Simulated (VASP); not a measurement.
# TlBr (Pm-3m) in VASP: a series of runs, part 2 of 2

VASP 6.6.1. The steps go on from the part before.

### Step 3. Single point, HSE06

Contents of POSCAR:

```
TlBr
1.0
    3.9451843068      0.0000000000      0.0000000000
    0.0000000000      3.9451843068      0.0000000000
    0.0000000000      0.0000000000      3.9451843068
Tl Br
1 1
Direct
    0.0000000000      0.0000000000      0.0000000000
    0.5000000000      0.5000000000      0.5000000000
```

Contents of INCAR.step1:

```
SYSTEM = TlBr
PREC = Accurate
ENCUT = 400
EDIFF = 1E-5
ISMEAR = 0
SIGMA = 0.01
LREAL = .FALSE.
LASPH = .TRUE.
NELM = 120
ALGO = Normal
ISIF = 2
LWAVE = .TRUE.
LCHARG = .FALSE.
GGA = PE
NBANDS = 17
GGA_COMPAT = .FALSE.
```

Contents of INCAR.step2:

```
SYSTEM = TlBr
PREC = Accurate
ENCUT = 400
EDIFF = 1E-6
ISMEAR = 0
SIGMA = 0.01
LREAL = .FALSE.
LASPH = .TRUE.
NELM = 120
ALGO = Normal
ISIF = 2
LWAVE = .FALSE.
LCHARG = .FALSE.
GGA = PE
LHFCALC = .TRUE.
HFSCREEN = 0.2079
PRECFOCK = Normal
ISTART = 1
NBANDS = 17
GGA_COMPAT = .FALSE.
```

Contents of KPOINTS:

```
Automatic mesh
0
G
  4 4 4
  0 0 0
```

Potentials or basis: VASP PAW PBE potentials, release 64 (Tl_d, Br).

The run is started by

```console
> cat potpaw_PBE.64/Tl_d/POTCAR potpaw_PBE.64/Br/POTCAR > POTCAR
> cp INCAR.step1 INCAR
> mpirun -np 1 vasp_std > vasp.out
> cp INCAR.step2 INCAR
> mpirun -np 1 vasp_std > vasp.out
```

OUTCAR:

```text
SYSTEM = TlBr
   PREC = Accurate
   ENCUT = 400
   EDIFF = 1E-6
   ISMEAR = 0
   LREAL = .FALSE.
   LASPH = .TRUE.
   NELM = 120
   ISIF = 2
   GGA = PE
   LHFCALC = .TRUE.
   HFSCREEN = 0.2079
   PRECFOCK = Normal
   ISTART = 1

 ion  position               nearest neighbor table
   1  0.000  0.000  0.000-   2 3.42   2 3.42   2 3.42   2 3.42   2 3.42   2 3.42   2 3.42   2 3.42

   2  0.500  0.500  0.500-   1 3.42   1 3.42   1 3.42   1 3.42   1 3.42   1 3.42   1 3.42   1 3.42

  LATTYP: Found a simple cubic cell.
[... 384 lines left out ...]

  FORCE on cell =-STRESS in cart. coord.  units (eV):
  Direction    XX          YY          ZZ          XY          YZ          ZX
  --------------------------------------------------------------------------------------
  -------------------------------------------------------------------------------------
  Total        0.6288060      0.6288060      0.6288060     -0.0000000      0.0000000     -0.0000000
  in kB       16.4068555     16.4068555     16.4068555     -0.0000000      0.0000000     -0.0000000
  external PRESSURE =      16.4068555 kB  Pullay stress =       0.0000000 kB

 VOLUME and BASIS-vectors are now :
 -----------------------------------------------------------------------------
  energy-cutoff  :      400.00
  volume of cell :       61.40
      direct lattice vectors                 reciprocal lattice vectors
     3.945184307  0.000000000  0.000000000     0.253473583  0.000000000  0.000000000
     0.000000000  3.945184307  0.000000000     0.000000000  0.253473583  0.000000000
     0.000000000  0.000000000  3.945184307     0.000000000  0.000000000  0.253473583

 POSITION                                       TOTAL-FORCE (eV/Angst)
 -----------------------------------------------------------------------------------
      0.00000      0.00000      0.00000         0.000000      0.000000      0.000000
      1.97259      1.97259      1.97259         0.000000      0.000000      0.000000
 -----------------------------------------------------------------------------------
    total drift:                                0.000000      0.000000     -0.000000

  FREE ENERGIE OF THE ION-ELECTRON SYSTEM (eV)
  ---------------------------------------------------
  free  energy   TOTEN  =        -6.5639251131 eV

  energy  without entropy=       -6.5639251131  energy(sigma->0) =       -6.56392511
```

OSZICAR.step1:

```text
N       E                     dE             d eps       ncg     rms          rms(c)
DAV:   1     0.834674707334E+02    0.83467E+02   -0.83506E+03   348   0.821E+02
DAV:   2    -0.295966496757E+01   -0.86427E+02   -0.84625E+02   432   0.204E+02
DAV:   3    -0.574268415781E+01   -0.27830E+01   -0.27752E+01   378   0.325E+01
DAV:   4    -0.575846002190E+01   -0.15776E-01   -0.15775E-01   451   0.298E+00
DAV:   5    -0.575860462411E+01   -0.14460E-03   -0.14460E-03   387   0.268E-01    0.291E+00
DAV:   6    -0.552690089745E+01    0.23170E+00   -0.34250E-01   361   0.292E+00    0.171E+00
DAV:   7    -0.550246674486E+01    0.24434E-01   -0.11853E-01   367   0.148E+00    0.886E-01
DAV:   8    -0.550313725213E+01   -0.67051E-03   -0.14558E-02   378   0.777E-01    0.167E-01
DAV:   9    -0.550290526900E+01    0.23198E-03   -0.10406E-03   366   0.179E-01    0.686E-02
DAV:  10    -0.550301726896E+01   -0.11200E-03   -0.22694E-04   371   0.787E-02    0.178E-02
DAV:  11    -0.550301895727E+01   -0.16883E-05   -0.25157E-05   320   0.340E-02
   1 F= -.55030190E+01 E0= -.55030190E+01  d E =-.476179E-59
```

It took 6.4 min on 1 thread of Intel Xeon Platinum 8375C at 2.90GHz (Ice Lake), shared host; peak memory 0.26 GiB.

What came out:

```
Free energy            : -6.5639 eV
Pressure               : 1.6 GPa
Band gap on the k mesh : 2.47 eV, direct
```

Caveat: the PAW data sets were made with another functional, which shifts forces and pressure a little; spin-orbit coupling is left out, which moves the levels of the heavy elements.

### Step 4. Single point, PBE0

POSCAR is that of step 3.

Contents of INCAR.step1:

```
  PREC = Accurate
  ENCUT = 400
  EDIFF = 1E-5
  ISMEAR = 0
  SIGMA = 0.01
  LREAL = F
  LASPH = T
  NELM = 120
  ALGO = Normal
  ISIF = 2
  LWAVE = T
  LCHARG = F
  NBANDS = 17
  GGA = PE
  GGA_COMPAT = F
```

Contents of INCAR.step2:

```
  PREC = Accurate
  ENCUT = 400
  EDIFF = 1E-6
  ISMEAR = 0
  SIGMA = 0.01
  LREAL = F
  LASPH = T
  NELM = 120
  ALGO = Normal
  ISIF = 2
  LWAVE = F
  LCHARG = F
  GGA = PE
  LHFCALC = T
  AEXX = 0.25
  PRECFOCK = Normal
  NBANDS = 17
  ISTART = 1
  GGA_COMPAT = F
```

Contents of KPOINTS:

```
Automatic mesh
0
Gamma
  4 4 4
```

The run is started by

```console
> cat potpaw_PBE.64/Tl_d/POTCAR potpaw_PBE.64/Br/POTCAR > POTCAR
> cp INCAR.step1 INCAR
> mpirun -np 1 vasp_std > vasp.out
> cp INCAR.step2 INCAR
> mpirun -np 1 vasp_std > vasp.out
```

Run time: 6.3 min. Hardware: 1 thread of Intel Xeon Platinum 8375C at 2.90GHz (Ice Lake), shared host; peak memory 0.16 GiB.

Results (log left out):

```yaml
Free_energy: -7.2408 eV
Pressure: 1.4 GPa
Band_gap_on_the_k_mesh: 3.14 eV, direct
```

Levels at points of the mesh, in eV from the valence-band top:
| k point | band 7 | band 8 | band 9 | band 10 | band 11 | band 12 | band 13 | band 14 |
| --- | --- | --- | --- | --- | --- | --- | --- | --- |
| (0.00, 0.00, 0.00) | -4.98 | -1.79 | -1.79 | -1.79 | 8.44 | 8.44 | 9.12 | 9.12 |
| (0.50, 0.00, 0.00) | -6.29 | -1.22 | -1.22 | 0.00 | 3.14 | 7.38 | 7.38 | 9.49 |
| (0.50, 0.50, 0.00) | -3.97 | -3.61 | -3.61 | -1.12 | 6.48 | 6.48 | 9.26 | 9.29 |
| (0.50, 0.50, 0.50) | -2.76 | -2.50 | -2.50 | -2.50 | 3.38 | 3.38 | 3.38 | 14.87 |

Caveat: the PAW data sets were made with another functional, which shifts forces and pressure a little; spin-orbit coupling is left out, which moves the levels of the heavy elements. A k mesh can miss the band edges.

### Step 5. Overview

| level | cutoff (eV) | grid for exact exchange (PRECFOCK) | screening parameter | gap on the mesh (eV) | pressure (GPa) |
| --- | --- | --- | --- | --- | --- |
| r2SCAN | 550 | - | - | 2.23 | 1.1 |
| HSE06 | 400 | Normal | 0.2079 1/Å | 2.47 | 1.6 |
| PBE0 | 400 | Normal | - | 3.14 | 1.4 |

Alike in all rows: task single point; potentials or basis VASP PAW PBE potentials, release 64 (Tl_d, Br); no spin polarisation; cell as given; k mesh 4 × 4 × 4; smearing gaussian 0.01 eV.

On the cell as given the gap runs from 2.23 eV (r2SCAN) to 3.14 eV (PBE0). The pressure there spans 1.1 GPa (r2SCAN) to 1.6 GPa (HSE06); a positive pressure means that this level wants a larger cell, a negative one a smaller.

Caveats: the PAW data sets were made with another functional, which shifts forces and pressure a little; spin-orbit coupling is left out, which moves the levels of the heavy elements.

Absolute energies hang on the potentials; compare differences alone.
